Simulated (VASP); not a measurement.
# LiNbO3 (R3c) in VASP: notebook

The runs below take LiNbO3 through single point, with PBE.

All numbers are computed with VASP 6.6.1; they aren't measurements. Logs are shortened: lines on timing, memory, paths and dates and some standing lists are left out, and cuts for length are marked.

## 1. The cell of the first run

It takes space group R3c (No. 161, trigonal). The conventional cell has a = 5.075 Å, b = 5.075 Å, c = 13.487 Å, α = 90.00°, β = 90.00°, γ = 120.00°. Within 2.7 Å of Li (site symmetry 3) lie 6 O at 2.03 to 2.20 Å. Within 2.4 Å of Nb (site symmetry 3) lie 6 O at 1.84 to 2.10 Å. Within 2.4 Å of O (site symmetry 1) lie 2 Nb at 1.84 to 2.10 Å and 2 Li at 2.03 to 2.20 Å.

## 2. Single point, PBE (volume 10.027 Å^3 an atom, c/a of the conventional cell 2.6576)

Contents of INCAR:

```
SYSTEM = LiNbO3
ALGO     = Normal         ! electronic algorithm
EDIFF    = 1E-6           ! SCF threshold, eV
ENCUT    = 520            ! plane-wave cutoff, eV
GGA      = PE             ! functional
ISIF     = 2              ! what is computed and relaxed
ISMEAR   = 0              ! smearing method
LASPH    = .True.         ! aspherical terms in the spheres
LCHARG   = .False.        ! write CHGCAR
LREAL    = .False.        ! projectors in reciprocal space
LWAVE    = .False.        ! write WAVECAR
NBANDS   = 45             ! bands
NELM     = 100            ! most SCF steps
PREC     = Accurate       ! precision mode
SIGMA    = 0.05           ! smearing width, eV
```

Contents of KPOINTS:

```
k-points
0
Gamma
  6 6 6
  0 0 0
```

Contents of POSCAR:

```
LiNbO3
1.0
    2.5374296596      1.4649856970      4.4956487089
   -2.5374296596      1.4649856970      4.4956487089
    0.0000000000     -2.9299713940      4.4956487089
Li Nb O
2 2 6
Direct
    0.2815913687      0.2815913687      0.2815913687
    0.7815913687      0.7815913687      0.7815913687
    0.0004900497      0.0004900497      0.0004900497
    0.5004900497      0.5004900497      0.5004900497
    0.1104619503      0.3580262714      0.7211003599
    0.7211003599      0.1104619503      0.3580262714
    0.3580262714      0.7211003599      0.1104619503
    0.2211003599      0.8580262714      0.6104619503
    0.8580262714      0.6104619503      0.2211003599
    0.6104619503      0.2211003599      0.8580262714
```

Potentials or basis: VASP PAW PBE potentials, release 64 (Li_sv, Nb_sv, O).

Started as:

```sh
> cat potpaw_PBE.64/Li_sv/POTCAR potpaw_PBE.64/Nb_sv/POTCAR potpaw_PBE.64/O/POTCAR > POTCAR
> mpirun -np 1 vasp_std > vasp.out
```

OUTCAR:

```text
SYSTEM = LiNbO3
   EDIFF = 1E-6
   ENCUT = 520
   GGA = PE
   ISIF = 2
   ISMEAR = 0
   LASPH = .True.
   LREAL = .False.
   NELM = 100
   PREC = Accurate

 ion  position               nearest neighbor table
   1  0.282  0.282  0.282-   8 2.03  10 2.03   9 2.03   5 2.20   7 2.20   6 2.20
   2  0.782  0.782  0.782-   7 2.03   6 2.03   5 2.03   9 2.20   8 2.20  10 2.20
   3  0.000  0.000  0.000-   5 1.84   6 1.84   7 1.84   9 2.10   8 2.10  10 2.10
   4  0.500  0.500  0.500-   9 1.84  10 1.84   8 1.84   5 2.10   7 2.10   6 2.10
   5  0.110  0.358  0.721-   3 1.84   2 2.03   4 2.10   1 2.20
   6  0.721  0.110  0.358-   3 1.84   2 2.03   4 2.10   1 2.20
   7  0.358  0.721  0.110-   3 1.84   2 2.03   4 2.10   1 2.20
   8  0.221  0.858  0.610-   4 1.84   1 2.03   3 2.10   2 2.20
   9  0.858  0.610  0.221-   4 1.84   1 2.03   3 2.10   2 2.20
  10  0.610  0.221  0.858-   4 1.84   1 2.03   3 2.10   2 2.20

  LATTYP: Found a trigonal (rhomboedric) cell.
 ALAT       =     5.3661522233
 COS(alpha) =     0.5528100415

  Lattice vectors:

 A1 = (   2.5374296596,   1.4649856970,   4.4956487089)
 A2 = (  -2.5374296596,   1.4649856970,   4.4956487089)
 A3 = (   0.0000000000,  -2.9299713940,   4.4956487089)

Analysis of symmetry for initial positions (statically):
=====================================================================
 Subroutine PRICEL returns:
 Original cell was already a primitive cell.

 Routine SETGRP: Setting up the symmetry group for a
 trigonal (rhombohedral) supercell.

 Subroutine GETGRP returns: Found  6 space group operations
 (whereof  3 operations were pure point group operations)
 out of a pool of 12 trial point group operations.

The static configuration has the point symmetry C_3 .
 The point group associated with its full space group is C_3v.

Analysis of symmetry for dynamics (positions and initial velocities):
=====================================================================
 Subroutine PRICEL returns:
 Original cell was already a primitive cell.

 Routine SETGRP: Setting up the symmetry group for a
 trigonal (rhombohedral) supercell.

 Subroutine GETGRP returns: Found  6 space group operations
 (whereof  3 operations were pure point group operations)
 out of a pool of 12 trial point group operations.

The dynamic configuration has the point symmetry C_3 .
 The point group associated with its full space group is C_3v.

 Subroutine INISYM returns: Found  6 space group operations
 (whereof  3 operations are pure point group operations),
 and found     1 'primitive' translations

----------------------------------------------------------------------------------------

                                     Primitive cell

  volume of cell :     100.2700

  direct lattice vectors                    reciprocal lattice vectors
     2.537429660  1.464985697  4.495648709     0.197049797  0.113766753  0.074145770
    -2.537429660  1.464985697  4.495648709    -0.197049797  0.113766753  0.074145770
     0.000000000 -2.929971394  4.495648709     0.000000000 -0.227533507  0.074145770

  length of vectors
     5.366152223  5.366152223  5.366152223     0.239309615  0.239309615  0.239309615

  position of ions in fractional coordinates (direct lattice)
     0.281591369  0.281591369  0.281591369
     0.781591369  0.781591369  0.781591369
     0.000490050  0.000490050  0.000490050
     0.500490050  0.500490050  0.500490050
     0.110461950  0.358026271  0.721100360
     0.721100360  0.110461950  0.358026271
     0.358026271  0.721100360  0.110461950
     0.221100360  0.858026271  0.610461950
     0.858026271  0.610461950  0.221100360
     0.610461950  0.221100360  0.858026271

  ion indices of the primitive-cell ions
   primitive index   ion index
                 1           1
                 2           2
                 3           3
                 4           4
                 5           5
                 6           6
                 7           7
                 8           8
                 9           9
                10          10

----------------------------------------------------------------------------------------

 KPOINTS: k-points

Automatic generation of k-mesh.
 Grid dimensions read from file:
 generate k-points for:    6    6    6

 Generating k-lattice:

  Cartesian coordinates                     Fractional coordinates (reciprocal lattice)
     0.032841633  0.018961126  0.012357628     0.166666667 -0.000000000  0.000000000
    -0.032841633  0.018961126  0.012357628    -0.000000000  0.166666667  0.000000000
     0.000000000 -0.037922251  0.012357628     0.000000000  0.000000000  0.166666667

  Length of vectors
     0.039884936  0.039884936  0.039884936

  Shift w.r.t. Gamma in fractional coordinates (k-lattice)
     0.000000000  0.000000000  0.000000000

 Subroutine IBZKPT returns following result:
 ===========================================

 Found     32 irreducible k-points:

 Following reciprocal coordinates:
            Coordinates               Weight
  0.000000  0.000000  0.000000      1.000000
  0.166667 -0.000000  0.000000      6.000000
  0.333333 -0.000000  0.000000      6.000000
  0.500000 -0.000000  0.000000      3.000000
  0.166667  0.166667  0.000000      6.000000
  0.333333  0.166667  0.000000     12.000000
[... 16 lines left out ...]
  0.500000  0.500000  0.166667      6.000000
 -0.333333  0.500000  0.166667     12.000000
 [... further k-points ...]
   k-points           NKPTS =     32   k-points in BZ     NKDIM =     32   number of bands    NBANDS=     45
   number of dos      NEDOS =    301   number of ions     NIONS =     10
   total plane-waves  NPLWV =  64000
   dimension x,y,z NGX =    40 NGY =   40 NGZ =   40
   dimension x,y,z NGXF=    80 NGYF=   80 NGZF=   80
   ions per type =               2   2   6
   NGX,Y,Z   is equivalent  to a cutoff of  12.39, 12.39, 12.39 a.u.
   NGXF,Y,Z  is equivalent  to a cutoff of  24.78, 24.78, 24.78 a.u.
 SYSTEM =  LiNbO3
   PREC   = accura    normal or accurate (medium, high low for compatibility)
   ISTART =      0    job   : 0-new  1-cont  2-samecut
   ICHARG =      2    charge: 1-file 2-atom 10-const
   ISPIN  =      1    spin polarized calculation?
   LNONCOLLINEAR =      F non collinear calculations
   LSORBIT =      F    spin-orbit coupling
   LASPH  =      T    aspherical Exc in radial PAW
   ENCUT  =  520.0 eV  38.22 Ry    6.18 a.u.   9.98  9.98  9.98*2*pi/ulx,y,z
   NELM   =    100;   NELMIN=  2; NELMDL= -5     # of ELM steps
   EDIFF  = 0.1E-05   stopping-criterion for ELM
   LREAL  =      F    real-space projection
   EDIFFG = 0.1E-04   stopping-criterion for IOM
   NSW    =      0    number of steps for IOM
   IBRION =     -1    ionic relax: 0-MD 1-quasi-New 2-CG
   NFREE  =      0    steps in history (QN), initial steepest desc. (CG)
   ISIF   =      2    stress and relaxation
   ISYM   =      2    0-nonsym 1-usesym 2-fastsym
   POTIM  = 0.5000    time-step for ionic-motion
   TEBEG  =    0.0;   TEEND  =   0.0 temperature during run
   PSTRESS=    0.0 pullay stress
   NELECT =      68.0000    total number of electrons
   NUPDOWN=      -1.0000    fix difference up-down
   EMIN   =  10.00;   EMAX   =-10.00  energy-range for DOS
   EFERMI =   0.00;   METHOD = LEGACY
   ISMEAR =     0;   SIGMA  =   0.05  broadening in eV -4-tet -1-fermi 0-gaus
   EFERMI_NEDOS =   21; number of points for ismear=-14 and -15
   IALGO  =     38    algorithm
   IMIX   =      4    mixing-type and parameters
     AMIX     =   0.40;   BMIX     =  1.00
     AMIX_MAG =   1.60;   BMIX_MAG =  1.00
  volume/ion in A,a.u.               =      10.03        67.67
  Fermi-wavevector in a.u.,A,eV,Ry     =   1.438315  2.718022 28.147069  2.068751
  Thomas-Fermi vector in A             =   2.557296
   LORBIT       =      0    0 simple, 1 ext, 2 COOP (PROOUT), +10 PAW based schemes
   GGA     = PE    functional components
   LHFCALC =     F    Hartree Fock is set to
   AEXX    =    0.0000 exact exchange contribution
   IVDW    =     0    specifies the selected vdW correction
   LEPSILON=     F    determine dielectric tensor
   LRPA    =     F    only Hartree local field effects (RPA)
 non-spin polarized calculation
 Gauss-broadening in eV      SIGMA  =   0.05
  energy-cutoff  :      520.00
  volume of cell :      100.27
 maximum number of plane-waves:      2727
   NGX = 19   NGY = 19   NGZ = 19

 number of electron      68.0000018 magnetization

 Free energy of the ion-electron system (eV)
  ---------------------------------------------------
  ext. energy  EPLUGINS =         0.00000000
  ---------------------------------------------------
  free energy    TOTEN  =       -79.55502083 eV

  energy without entropy =      -79.55502083  energy(sigma->0) =      -79.55502083

 E-fermi :   4.3762     XC(G=0): -11.0901

 val. band max:        4.0653810718   @ k =   0.1667   0.1667   0.1667
 cond. band min:       8.0059221394   @ k =   0.5000   0.3333   0.0000
 fundamental gap:      3.9405410677
 Fermi energy:         4.3762028021

 k-point     1 :       0.0000    0.0000    0.0000
  band No.  band energies     occupation
      1     -49.7728      2.00000
      2     -49.7515      2.00000
      3     -38.4365      2.00000
      4     -38.4331      2.00000
      5     -26.2284      2.00000
      6     -26.2284      2.00000
[... 37 lines left out ...]
     44      14.7632      0.00000
     45      14.7765      0.00000

 k-point     2 :       0.1667   -0.0000    0.0000
  band No.  band energies     occupation
      1     -49.7714      2.00000
      2     -49.7529      2.00000
      3     -38.4364      2.00000
      4     -38.4334      2.00000
      5     -26.2171      2.00000
      6     -26.2153      2.00000
[... 1048 lines left out ...]
 k-point    24 :      -0.3333    0.5000    0.1667
  band No.  band energies     occupation
      1     -49.7638      2.00000
      2     -49.7603      2.00000
      3     -38.4353      2.00000
      4     -38.4347      2.00000
      5     -26.2306      2.00000
      6     -26.2284      2.00000
[... 37 lines left out ...]
     44      14.2539      0.00000
     45      14.9966      0.00000

 [... further k-points ...]

------------------------ aborting loop because EDIFF is reached ----------------------------------------

  FORCE on cell =-STRESS in cart. coord.  units (eV):
  Direction    XX          YY          ZZ          XY          YZ          ZX
  --------------------------------------------------------------------------------------
  -------------------------------------------------------------------------------------
  Total       12.0083469     12.0083469     11.7638746      0.0000000      0.0000000     -0.0000000
  in kB      191.8769435    191.8769435    187.9706106      0.0000000      0.0000000     -0.0000000
  external PRESSURE =     190.5748325 kB  Pullay stress =       0.0000000 kB

 VOLUME and BASIS-vectors are now :
 -----------------------------------------------------------------------------
  energy-cutoff  :      520.00
  volume of cell :      100.27
      direct lattice vectors                 reciprocal lattice vectors
     2.537429660  1.464985697  4.495648709     0.197049797  0.113766753  0.074145770
    -2.537429660  1.464985697  4.495648709    -0.197049797  0.113766753  0.074145770
     0.000000000 -2.929971394  4.495648709     0.000000000 -0.227533507  0.074145770

 POSITION                                       TOTAL-FORCE (eV/Angst)
 -----------------------------------------------------------------------------------
      0.00000      0.00000      3.79781         0.000000      0.000000     -0.025254
      0.00000      0.00000     10.54128         0.000000      0.000000     -0.025254
      0.00000      0.00000      0.00661         0.000000      0.000000     -0.891153
      0.00000      0.00000      6.75008         0.000000      0.000000     -0.891153
     -0.62818     -1.42647      5.34797        -0.731628      0.866509      0.305469
      1.54945      0.16922      5.34797        -0.384605     -1.066863      0.305469
     -0.92127      1.25725      5.34797         1.116233      0.200354      0.305469
     -1.61615     -0.20773      7.59580        -1.116233      0.200354      0.305469
      0.62818      1.50350      7.59580         0.731628      0.866509      0.305469
      0.98798     -1.29577      7.59580         0.384605     -1.066863      0.305469
 -----------------------------------------------------------------------------------
    total drift:                               -0.000000      0.000000     -0.001633

  FREE ENERGIE OF THE ION-ELECTRON SYSTEM (eV)
  ---------------------------------------------------
  free  energy   TOTEN  =       -79.5550208295 eV

  energy  without entropy=      -79.5550208295  energy(sigma->0) =      -79.55502083
```

Wall time 99 s (1 thread of AMD EPYC 9R45 (Zen 5), shared host); peak memory 0.27 GiB.

What came out:

```
Free energy            : -79.5550 eV
Largest force          : 1.174 eV/Å
Band gap on the k mesh : 3.94 eV, indirect (least direct gap 3.98 eV)
```

Forces on the atoms (eV/Å):
```
Li   0.000  0.000 -0.025
Li   0.000  0.000 -0.025
Nb   0.000  0.000 -0.891
Nb   0.000  0.000 -0.891
O   -0.732  0.867  0.305
O   -0.385 -1.067  0.305
O    1.116  0.200  0.305
O   -1.116  0.200  0.305
O    0.732  0.867  0.305
O    0.385 -1.067  0.305
```

Caveat: the cutoff is under 1.25 times the usual one of these potentials, so pressure, stress and relaxed cells hold a basis-set (Pulay) error; forces of over 1 eV/Å act on the atoms, so gaps and moduli don't describe the material at rest. A k mesh can miss the band edges.

## 3. Single point, PBE (volume 10.027 Å^3 an atom, c/a of the conventional cell 2.5737)

Contents of INCAR:

```
PREC = Accurate ; ENCUT = 520
EDIFF = 1E-7 ; ISMEAR = 0
SIGMA = 0.05 ; LREAL = False
LASPH = True ; NELM = 80
ALGO = Normal ; ISIF = 2
LWAVE = False ; LCHARG = True
GGA = PE ; LELF = True
LVHAR = True ; NBANDS = 45
```

Contents of KPOINTS:

```
Automatic mesh
0
Gamma
  6 6 6
```

Edit POSCAR of step 2 so:

```diff
@@ -2,5 +2,5 @@
 1.0
-    2.5374296596      1.4649856970      4.4956487089
-   -2.5374296596      1.4649856970      4.4956487089
-    0.0000000000     -2.9299713940      4.4956487089
+    2.5647078996      1.4807347962      4.4005258141
+   -2.5647078996      1.4807347962      4.4005258141
+    0.0000000000     -2.9614695924      4.4005258141
 Li Nb O
```

Potentials or basis: VASP PAW PBE potentials, release 64 (Li_sv, Nb_sv, O).

Started as:

```sh
> cat potpaw_PBE.64/Li_sv/POTCAR potpaw_PBE.64/Nb_sv/POTCAR potpaw_PBE.64/O/POTCAR > POTCAR
> mpirun -np 1 vasp_std > vasp.out
```

Wall time 1.7 min (1 thread of AMD EPYC 9R45 (Zen 5), shared host); peak memory 0.27 GiB.

It converged, with:

```
Free energy            : -79.5234 eV
Largest force          : 1.025 eV/Å
Band gap on the k mesh : 3.89 eV, indirect (least direct gap 3.96 eV)
```

Forces in eV/Å, atoms in the order of the input:
```
Li   0.000  0.000 -0.099
Li   0.000  0.000 -0.099
Nb   0.000  0.000 -0.654
Nb   0.000  0.000 -0.654
O   -0.623  0.774  0.251
O   -0.359 -0.927  0.251
O    0.982  0.152  0.251
O   -0.982  0.152  0.251
O    0.623  0.774  0.251
O    0.359 -0.927  0.251
```

Levels at points of the mesh, in eV from the valence-band top:
```
           k point  band 30  band 31  band 32  band 33  band 34  band 35  band 36  band 37  band 38  band 39
(0.00, 0.00, 0.00)    -0.70    -0.53    -0.42    -0.03    -0.03     3.93     3.93     4.25     5.61     5.61
(0.50, 0.00, 0.00)    -0.39    -0.24    -0.24    -0.17    -0.17     4.22     4.22     5.07     5.07     5.36
(0.50, 0.50, 0.00)    -0.95    -0.63    -0.59    -0.42    -0.22     3.99     4.48     5.01     5.05     5.69
(0.50, 0.50, 0.50)    -0.58    -0.38    -0.38    -0.38    -0.38     4.89     4.89     5.25     5.25     5.25
```

Caveat: the cutoff is under 1.25 times the usual one of these potentials, so pressure, stress and relaxed cells hold a basis-set (Pulay) error; forces of over 1 eV/Å act on the atoms, so gaps and moduli don't describe the material at rest. A k mesh can miss the band edges.
